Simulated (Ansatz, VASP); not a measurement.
Ni: VASP beside Ansatz

```
CELL_PARAMETERS angstrom
0.00000 1.68585 1.68585
1.68585 0.00000 1.68585
1.68585 1.68585 0.00000
ATOMIC_POSITIONS crystal
Ni 0.00000 0.00000 0.00000
```

Alike in both runs: task single point; functional PBE; k mesh 20 × 20 × 20; occupations gaussian, width 0.1 eV; collinear spin.

|  | VASP | Ansatz |
| --- | --- | --- |
| version | VASP 6.6.1 | Ansatz 0.2.0 |
| potentials or method | VASP PAW PBE potentials, release 64 (Ni), cutoff 520 eV | scalar-relativistic, plane waves, PAW |
| valence electrons in the cell | 10 | 18 |

Ansatz gave:

* gap on the k mesh at the Fermi level (eV): none
* net moment per atom (μB): 0.62
* size of the moment on the site where the two differ most (μB): 0.65

**Question.** Which values does VASP return?

**Answer.** gap on the k mesh at the Fermi level (eV): none; net moment per atom (μB): 0.61; size of the moment on the site where the two differ most (μB): 0.61.

Site moments also hang on the region over which each program counts them. A gap of «none» marks a metal or a gap that the smearing closes. VASP's potentials hold 10 valence electrons a cell and Ansatz's 18, so a difference there can come from the potentials and not from the codes.
